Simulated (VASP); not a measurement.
# Cd2HgSe3 (P1) in VASP: relaxation of cell and atoms with PBE

Aim: the relaxation of cell and atoms of Cd2HgSe3 with PBE.

All numbers are computed with VASP 6.6.1; they aren't measurements. Logs are shortened: lines on timing, memory, paths and dates and some standing lists are left out, and cuts for length are marked.

**1. The cell of the first run**

The typed cell holds 12 atoms: a = 4.424 Å, b = 4.438 Å, c = 20.610 Å, α = 91.33°, β = 88.89°, γ = 120.51°.

**2. Relaxation of cell and atoms, PBE**

Input file INCAR:

```
SYSTEM = Cd2HgSe3
PREC = Accurate
ENCUT = 600
EDIFF = 1E-6
ISMEAR = 0
SIGMA = 0.2
LREAL = .FALSE.
LASPH = .TRUE.
NELM = 100
ALGO = Normal
ISIF = 3
LWAVE = .FALSE.
LCHARG = .FALSE.
GGA = PE
IBRION = 2
NSW = 80
EDIFFG = -0.025
```

Input file KPOINTS:

```
Automatic mesh
0
G
  6 6 1
  0 0 0
```

Input file POSCAR:

```
Cd2HgSe3
1.0
    4.4240037716     -0.0235152631      0.0418289830
   -2.2323667512      3.8350594967     -0.0501251685
    0.2045833943     -0.1649696522     20.6083728933
Cd Hg Se
4 2 6
Direct
   -0.0198320178     -0.0082858684     -0.0006611498
   -0.0059349990      0.0229271664      0.5039524233
    0.6389427872      0.3511768504      0.1620690870
    0.6599830812      0.3479176551      0.6704284172
    0.2989290970      0.6100523581      0.3402085330
    0.3327619183      0.6779379027      0.8256965123
    0.7328381141      0.3072499820      0.0418292554
    0.6329923592      0.3047379956      0.5425367282
    0.3570379656      0.6889829424      0.2054682188
    0.3557206183      0.6902603714      0.7115262687
    0.0282836308      0.0319914504      0.3713230725
   -0.0117225550     -0.0249488062      0.8756216334
```

Potentials or basis: VASP PAW PBE potentials, release 64 (Cd, Hg, Se).

Run with:

```
cat potpaw_PBE.64/Cd/POTCAR potpaw_PBE.64/Hg/POTCAR potpaw_PBE.64/Se/POTCAR > POTCAR
mpirun -np 1 vasp_std > vasp.out
```

OUTCAR:

```text
SYSTEM = Cd2HgSe3
   PREC = Accurate
   ENCUT = 600
   EDIFF = 1E-6
   ISMEAR = 0
   LREAL = .FALSE.
   LASPH = .TRUE.
   NELM = 100
   ISIF = 3
   GGA = PE
   IBRION = 2
   NSW = 80
   EDIFFG = -0.025

 ion  position               nearest neighbor table
   1  0.980  0.992  0.999-   7 2.32  12 2.55   7 2.81   7 3.02
   2  0.994  0.023  0.504-   8 2.58   8 2.58  11 2.73   8 2.87
   3  0.639  0.351  0.162-   7 2.52   9 2.53   9 2.71   9 2.89
   4  0.660  0.348  0.670-  10 2.61   8 2.64  10 2.67  10 2.79
   5  0.299  0.610  0.340-  11 2.31  11 2.75   9 2.80  11 2.87
   6  0.333  0.678  0.826-  10 2.35  12 2.65  12 2.72  12 2.89
   7  0.733  0.307  0.042-   1 2.32   3 2.52   1 2.81   1 3.02
   8  0.633  0.305  0.543-   2 2.58   2 2.58   4 2.64   2 2.87
   9  0.357  0.689  0.205-   3 2.53   3 2.71   5 2.80   3 2.89
  10  0.356  0.690  0.712-   6 2.35   4 2.61   4 2.67   4 2.79
  11  0.028  0.032  0.371-   5 2.31   2 2.73   5 2.75   5 2.87
  12  0.988  0.975  0.876-   1 2.55   6 2.65   6 2.72   6 2.89

  LATTYP: Found a triclinic cell.
 ALAT       =     4.4377533942
 B/A-ratio  =     0.9907552147
 C/A-ratio  =     4.6442527905
 COS(alpha) =     0.0038777314
 COS(beta)  =     0.0232048774
 COS(gamma) =     0.4984409962

  Lattice vectors:

 A1 = (  -2.2323667512,   3.8350594967,  -0.0501251685)
 A2 = (   2.1916370204,   3.8115442336,  -0.0082961855)
 A3 = (  -0.2045833943,   0.1649696522, -20.6083728933)

Analysis of symmetry for initial positions (statically):
=====================================================================
 Subroutine PRICEL returns:
 Original cell was already a primitive cell.

 Routine SETGRP: Setting up the symmetry group for a
 triclinic supercell.

 Subroutine GETGRP returns: Found  1 space group operations
 (whereof  1 operations were pure point group operations)
 out of a pool of  2 trial point group operations.

The static configuration has the point symmetry C_1 .

Analysis of symmetry for dynamics (positions and initial velocities):
=====================================================================
 Subroutine PRICEL returns:
 Original cell was already a primitive cell.

 Routine SETGRP: Setting up the symmetry group for a
 triclinic supercell.

 Subroutine GETGRP returns: Found  1 space group operations
 (whereof  1 operations were pure point group operations)
 out of a pool of  2 trial point group operations.

The dynamic configuration has the point symmetry C_1 .

 Subroutine INISYM returns: Found  1 space group operations
 (whereof  1 operations are pure point group operations),
 and found     1 'primitive' translations

----------------------------------------------------------------------------------------

                                     Primitive cell

  volume of cell :     348.5126

  direct lattice vectors                    reciprocal lattice vectors
     4.424003772 -0.023515263  0.041828983     0.226752386  0.131975686 -0.001194553
    -2.232366751  3.835059497 -0.050125168     0.001370713  0.261577222  0.002080314
     0.204583394 -0.164969652 20.608372893    -0.000456907  0.000368355  0.048531451

  length of vectors
     4.424264007  4.437753394 20.610048585     0.262365495  0.261589086  0.048535000

  position of ions in fractional coordinates (direct lattice)
     0.980167982  0.991714132  0.999338850
     0.994065001  0.022927166  0.503952423
     0.638942787  0.351176850  0.162069087
     0.659983081  0.347917655  0.670428417
     0.298929097  0.610052358  0.340208533
     0.332761918  0.677937903  0.825696512
     0.732838114  0.307249982  0.041829255
     0.632992359  0.304737996  0.542536728
     0.357037966  0.688982942  0.205468219
     0.355720618  0.690260371  0.711526269
     0.028283631  0.031991450  0.371323072
     0.988277445  0.975051194  0.875621633

  ion indices of the primitive-cell ions
   primitive index   ion index
                 1           1
                 2           2
                 3           3
                 4           4
                 5           5
                 6           6
                 7           7
                 8           8
                 9           9
                10          10
                11          11
                12          12

----------------------------------------------------------------------------------------

 KPOINTS: Automatic mesh

Automatic generation of k-mesh.
 Grid dimensions read from file:
 generate k-points for:    6    6    1

 Generating k-lattice:

  Cartesian coordinates                     Fractional coordinates (reciprocal lattice)
     0.037792064  0.021995948 -0.000199092     0.166666667  0.000000000  0.000000000
     0.000228452  0.043596204  0.000346719    -0.000000000  0.166666667  0.000000000
    -0.000456907  0.000368355  0.048531451     0.000000000  0.000000000  1.000000000

  Length of vectors
     0.043727583  0.043598181  0.048535000

  Shift w.r.t. Gamma in fractional coordinates (k-lattice)
     0.000000000  0.000000000  0.000000000

 Subroutine IBZKPT returns following result:
 ===========================================

 Found     20 irreducible k-points:

 Following reciprocal coordinates:
            Coordinates               Weight
  0.000000  0.000000  0.000000      1.000000
  0.166667 -0.000000  0.000000      2.000000
  0.333333  0.000000 -0.000000      2.000000
  0.500000  0.000000  0.000000      1.000000
 -0.000000  0.166667  0.000000      2.000000
  0.166667  0.166667  0.000000      2.000000
[... 12 lines left out ...]
  0.333333  0.500000  0.000000      2.000000
  0.500000  0.500000 -0.000000      1.000000
   k-points           NKPTS =     20   k-points in BZ     NKDIM =     20   number of bands    NBANDS=     64
   number of dos      NEDOS =    301   number of ions     NIONS =     12
   total plane-waves  NPLWV = 217728
   dimension x,y,z NGX =    36 NGY =   36 NGZ =  168
   dimension x,y,z NGXF=    72 NGYF=   72 NGZF=  336
   ions per type =               4   2   6
   NGX,Y,Z   is equivalent  to a cutoff of  13.53, 13.49, 13.55 a.u.
   NGXF,Y,Z  is equivalent  to a cutoff of  27.05, 26.97, 27.10 a.u.
 SYSTEM =  Cd2HgSe3
   PREC   = accura    normal or accurate (medium, high low for compatibility)
   ISTART =      0    job   : 0-new  1-cont  2-samecut
   ICHARG =      2    charge: 1-file 2-atom 10-const
   ISPIN  =      1    spin polarized calculation?
   LNONCOLLINEAR =      F non collinear calculations
   LSORBIT =      F    spin-orbit coupling
   LASPH  =      T    aspherical Exc in radial PAW
   ENCUT  =  600.0 eV  44.10 Ry    6.64 a.u.   8.84  8.86 41.16*2*pi/ulx,y,z
   NELM   =    100;   NELMIN=  2; NELMDL= -5     # of ELM steps
   EDIFF  = 0.1E-05   stopping-criterion for ELM
   LREAL  =      F    real-space projection
   EDIFFG = -.3E-01   stopping-criterion for IOM
   NSW    =     80    number of steps for IOM
   IBRION =      2    ionic relax: 0-MD 1-quasi-New 2-CG
   NFREE  =      1    steps in history (QN), initial steepest desc. (CG)
   ISIF   =      3    stress and relaxation
   ISYM   =      2    0-nonsym 1-usesym 2-fastsym
   POTIM  = 0.5000    time-step for ionic-motion
   TEBEG  =    0.0;   TEEND  =   0.0 temperature during run
   PSTRESS=    0.0 pullay stress
   NELECT =     108.0000    total number of electrons
   NUPDOWN=      -1.0000    fix difference up-down
   EMIN   =  10.00;   EMAX   =-10.00  energy-range for DOS
   EFERMI =   0.00;   METHOD = LEGACY
   ISMEAR =     0;   SIGMA  =   0.20  broadening in eV -4-tet -1-fermi 0-gaus
   EFERMI_NEDOS =   21; number of points for ismear=-14 and -15
   IALGO  =     38    algorithm
   IMIX   =      4    mixing-type and parameters
     AMIX     =   0.40;   BMIX     =  1.00
     AMIX_MAG =   1.60;   BMIX_MAG =  1.00
  volume/ion in A,a.u.               =      29.04       195.99
  Fermi-wavevector in a.u.,A,eV,Ry     =   1.107839  2.093512 16.698524  1.227307
  Thomas-Fermi vector in A             =   2.244358
   LORBIT       =      0    0 simple, 1 ext, 2 COOP (PROOUT), +10 PAW based schemes
   GGA     = PE    functional components
   LHFCALC =     F    Hartree Fock is set to
   AEXX    =    0.0000 exact exchange contribution
   IVDW    =     0    specifies the selected vdW correction
   LEPSILON=     F    determine dielectric tensor
   LRPA    =     F    only Hartree local field effects (RPA)
 conjugate gradient relaxation of ions
 non-spin polarized calculation
 Gauss-broadening in eV      SIGMA  =   0.20
  energy-cutoff  :      600.00
  volume of cell :      348.51
 maximum number of plane-waves:     11660
   NGX = 17   NGY = 17   NGZ = 83

--------------------------------------- Ionic step        1  -------------------------------------------

 number of electron     108.0000000 magnetization

 Free energy of the ion-electron system (eV)
  ---------------------------------------------------
  ext. energy  EPLUGINS =         0.00000000
  ---------------------------------------------------
  free energy    TOTEN  =       -28.25915362 eV

  energy without entropy =      -28.24766903  energy(sigma->0) =      -28.25341133

------------------------ aborting loop because EDIFF is reached ----------------------------------------

  FORCE on cell =-STRESS in cart. coord.  units (eV):
  Direction    XX          YY          ZZ          XY          YZ          ZX
  --------------------------------------------------------------------------------------
  -------------------------------------------------------------------------------------
  Total        5.8368487      7.5559582     14.3550886     -4.2206444      0.7117739     -3.9283995
  in kB       26.8330793     34.7361454     65.9930129    -19.4030876      3.2721572    -18.0595832
  external PRESSURE =      42.5207458 kB  Pullay stress =       0.0000000 kB
[... 119 lines left out ...]
  FREE ENERGIE OF THE ION-ELECTRON SYSTEM (eV)
  ---------------------------------------------------
  free  energy   TOTEN  =       -29.7244558195 eV

  energy  without entropy=      -29.7122617862  energy(sigma->0) =      -29.71835880

[... ionic steps 4 to 22 ...]

--------------------------------------- Ionic step       23  -------------------------------------------

 number of electron     107.9999995 magnetization

------------------------ aborting loop because EDIFF is reached ----------------------------------------

  FORCE on cell =-STRESS in cart. coord.  units (eV):
  Direction    XX          YY          ZZ          XY          YZ          ZX
  --------------------------------------------------------------------------------------
  -------------------------------------------------------------------------------------
  Total       -0.0799754     -0.0320411      0.0172932     -0.0659050     -0.0159706     -0.0411848
  in kB       -0.3533227     -0.1415543      0.0763993     -0.2911612     -0.0705562     -0.1819502
  external PRESSURE =      -0.1394926 kB  Pullay stress =       0.0000000 kB
[... 77 lines left out ...]
  energy  without entropy=      -30.1133230419  energy(sigma->0) =      -30.11982043

--------------------------------------- Ionic step       25  -------------------------------------------

 number of electron     107.9999996 magnetization

 Free energy of the ion-electron system (eV)
  ---------------------------------------------------
  ext. energy  EPLUGINS =         0.00000000
  ---------------------------------------------------
  free energy    TOTEN  =       -30.12664448 eV

  energy without entropy =      -30.11365506  energy(sigma->0) =      -30.12014977

 E-fermi :   0.7780     XC(G=0):  -8.6164

 val. band max:        0.6813207656   @ k =   0.0000   0.0000   0.0000
 cond. band min:       1.7053476365   @ k =   0.0000   0.0000   0.0000
 fundamental gap:      1.0240268709
 Fermi energy:         0.7780224493

 k-point     1 :       0.0000    0.0000    0.0000
  band No.  band energies     occupation
      1     -11.8755      2.00000
      2     -11.8332      2.00000
      3     -11.7050      2.00000
      4     -11.6101      2.00000
      5     -11.5451      2.00000
      6     -11.4855      2.00000
[... 1368 lines left out ...]
  FREE ENERGIE OF THE ION-ELECTRON SYSTEM (eV)
  ---------------------------------------------------
  free  energy   TOTEN  =       -30.1266444753 eV

  energy  without entropy=      -30.1136550578  energy(sigma->0) =      -30.12014977

 reached required accuracy - stopping structural energy minimisation
```

Wall time 1.8 h (1 thread of Intel Xeon 6975P-C (Granite Rapids), shared host); peak memory 0.86 GiB.

Results:

| Quantity | Value |
| --- | --- |
| Free energy | -30.1266 eV |
| Relaxed volume | 30.21 Å³/atom |
| Relaxed cell | a = 4.408 Å, b = 4.409 Å, c = 21.541 Å, α = 89.99°, β = 90.01°, γ = 120.03° |
| Space group after relaxing (to 0.1 Å) | Cc (No. 9) |
| Energy gained by relaxing | 155.6 meV/atom |
| Ionic steps | 25 |
| Pressure after relaxing | 0.0 GPa |
| Largest force after relaxing | 0.022 eV/Å |

Forces in eV/Å, atoms in the order of the input:
```
Cd  -0.001  0.012 -0.006
Cd   0.014 -0.004  0.013
Cd   0.012 -0.002 -0.018
Cd   0.005 -0.011  0.005
Hg   0.004  0.005  0.015
Hg   0.006  0.003 -0.009
Se  -0.017 -0.005  0.000
Se  -0.003  0.004  0.010
Se  -0.009 -0.006 -0.005
Se  -0.001  0.002  0.001
Se  -0.003  0.002  0.012
Se  -0.008  0.001 -0.017
```

The path:
| step | energy change (eV) | largest force (eV/Å) | pressure (GPa) | volume (Å³) |
| --- | --- | --- | --- | --- |
| 1 | 0.0000 | 3.4040 | 4.25 | 348.51 |
| 2 | -1.4075 | 0.5624 | -2.47 | 388.54 |
| 3 | -1.4653 | 0.7424 | -1.58 | 379.29 |
| 4 | -1.6922 | 0.5338 | -0.31 | 365.70 |
| 5 | -1.7401 | 0.4412 | 0.77 | 356.55 |
| 6 | -1.8112 | 0.2709 | 0.33 | 359.65 |
| 7 | -1.8292 | 0.2019 | 0.02 | 362.23 |
| 8 | -1.8439 | 0.1225 | -0.05 | 362.79 |
| 9 | -1.8488 | 0.1111 | -0.11 | 363.34 |
| 10 | -1.8546 | 0.0817 | 0.06 | 361.87 |
| 11 | -1.8551 | 0.0838 | 0.13 | 361.37 |
| 12 | -1.8578 | 0.0484 | -0.05 | 362.75 |
| 13 | -1.8581 | 0.0473 | -0.10 | 363.24 |
| 14 | -1.8599 | 0.0464 | 0.01 | 362.38 |
| 15 | -1.8600 | 0.0520 | 0.03 | 362.16 |
| 16 | -1.8614 | 0.0422 | 0.01 | 362.30 |
| 17 | -1.8630 | 0.0565 | -0.03 | 362.62 |
| 18 | -1.8643 | 0.0468 | 0.03 | 362.20 |
| 19 | -1.8653 | 0.0400 | 0.13 | 361.42 |
| 20 | -1.8660 | 0.0346 | 0.08 | 361.89 |
| 21 | -1.8665 | 0.0399 | -0.02 | 362.75 |
| 22 | -1.8667 | 0.0349 | -0.02 | 362.73 |
| 23 | -1.8671 | 0.0264 | -0.01 | 362.66 |
| 24 | -1.8672 | 0.0274 | -0.01 | 362.63 |
| 25 | -1.8675 | 0.0220 | 0.01 | 362.47 |

Final structure:
```
Cd Hg Se
1.0
     4.40832   -0.00137   -0.00173
    -2.20511    3.81779    0.00142
     0.00367   -0.00002   21.54086
Cd Hg Se
4 2 6
Cartesian
  -2.1625 3.8026 0.0294
  4.3744 0.0054 10.7735
  2.2071 1.2803 3.5938
  2.1919 1.2927 14.3509
  -0.0123 2.5316 7.1677
  0.0123 2.5351 17.9517
  2.2464 1.2596 0.9022
  2.1747 1.2775 11.6556
  0.0057 2.5526 4.4625
  -0.0096 2.5622 15.2363
  2.1932 3.8068 8.0856
  -2.1878 3.8098 18.8798
```

Levels at points of the mesh, in eV from the Fermi level:
| k point | band 50 | band 51 | band 52 | band 53 | band 54 | band 55 | band 56 | band 57 | band 58 | band 59 |
| --- | --- | --- | --- | --- | --- | --- | --- | --- | --- | --- |
| (0.00, 0.00, 0.00) | -0.24 | -0.19 | -0.19 | -0.14 | -0.10 | -0.10 | 0.93 | 1.47 | 1.59 | 1.87 |
| (0.50, 0.00, 0.00) | -1.54 | -1.24 | -1.07 | -0.86 | -0.85 | 1.65 | 2.33 | 2.93 | 3.07 | 3.18 |
| (0.00, 0.50, 0.00) | -1.55 | -1.24 | -1.07 | -0.86 | -0.86 | 1.66 | 2.33 | 2.93 | 3.07 | 3.18 |
| (0.50, 0.50, 0.00) | -1.54 | -1.24 | -1.07 | -0.86 | -0.85 | 1.66 | 2.34 | 2.94 | 3.07 | 3.18 |

Caveat: spin-orbit coupling is left out, which moves the levels of the heavy elements.
